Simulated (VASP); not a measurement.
Na8Cl7 (a cell with a defect): single point with PBE

Na8Cl7 (a cell with a defect):

```
CELL_PARAMETERS angstrom
0.00000 5.68052 5.68052
5.68052 0.00000 5.68052
5.68052 5.68052 0.00000
ATOMIC_POSITIONS crystal
Na 0.98784 0.99897 0.98794
Na 0.04022 0.99730 0.45923
Na 0.98958 0.52545 0.98968
Na 0.99104 0.50270 0.50836
Na 0.45914 0.99728 0.04029
Na 0.50975 0.00531 0.50985
Na 0.50826 0.50269 0.99113
Na 0.51148 0.47532 0.51156
Cl 0.24965 0.26460 0.24976
Cl 0.23325 0.25295 0.75752
Cl 0.24965 0.73850 0.24976
Cl 0.26604 0.74431 0.74201
Cl 0.75740 0.25295 0.23334
Cl 0.74964 0.13607 0.74970
Cl 0.74188 0.74434 0.26612
```

```
Program                : VASP 6.6.1
Task                   : single point
Functional             : PBE
Potentials or basis    : VASP PAW PBE potentials, release 64 (Na_pv, Cl)
Cutoff                 : 520 eV
k mesh                 : 2 × 2 × 2
Occupations            : gaussian, width 0.1 eV
Spin                   : no spin polarisation
Dipole correction      : no
Further INCAR settings : LREAL = Auto; ALGO = Normal; EDIFF = 1e-06; NBANDS = 66
```

The pressure is 0.7 GPa, the largest force is 0.643 eV/Å and the band gap on the k mesh is zero (an odd number of electrons rules out a gap without spin polarisation).

Forces on the atoms (eV/Å):
```
Na  -0.011  0.042 -0.011
Na   0.031  0.000 -0.109
Na  -0.046  0.040 -0.046
Na  -0.048  0.000 -0.009
Na  -0.109  0.000  0.031
Na  -0.047 -0.040 -0.047
Na  -0.009  0.000 -0.048
Na  -0.011 -0.042 -0.011
Cl  -0.036  0.000 -0.035
Cl  -0.037  0.018 -0.038
Cl  -0.019  0.000 -0.019
Cl  -0.038 -0.018 -0.037
Cl  -0.038  0.018 -0.037
Cl   0.455  0.000  0.454
Cl  -0.037 -0.018 -0.038
```

Stress tensor (GPa, compression positive):
```
 0.96  0.00 -0.43
 0.00  0.23  0.00
-0.43  0.00  0.96
```

Levels at points of the mesh, in eV from the Fermi level:
```tsv
k point	band 50	band 51	band 52	band 53	band 54	band 55	band 56	band 57
(0.00, 0.00, 0.00)	-4.79	-4.72	-4.66	-0.88	1.40	2.21	2.69	2.70
(0.50, 0.00, 0.00)	-4.84	-4.79	-4.70	-0.08	1.24	2.49	2.64	2.75
(0.00, 0.50, 0.00)	-4.87	-4.74	-4.73	-0.02	1.16	2.46	2.59	2.74
(0.00, 0.00, 0.50)	-4.84	-4.79	-4.70	-0.08	1.24	2.49	2.64	2.75
(0.50, 0.50, 0.50)	-4.87	-4.75	-4.73	-0.02	1.16	2.46	2.59	2.74
(0.50, 0.50, 0.00)	-4.90	-4.85	-4.69	0.23	1.40	2.13	2.37	2.64
(0.00, 0.50, 0.50)	-4.90	-4.85	-4.69	0.23	1.40	2.13	2.37	2.64
(0.50, 0.00, 0.50)	-4.91	-4.89	-4.78	0.14	1.49	2.31	2.36	2.73
```

It took 4.9 min on 1 thread of AMD EPYC 9R45 96-Core Processor (Zen 5), with other jobs on the host, peak memory 0.48 GiB.

Caveat: the k points lie up to 0.48 Å⁻¹ apart, too coarse for converged energies and pressures of a metal; an odd number of electrons without spin polarisation forces a metal; a magnetic or distorted state may lie lower.
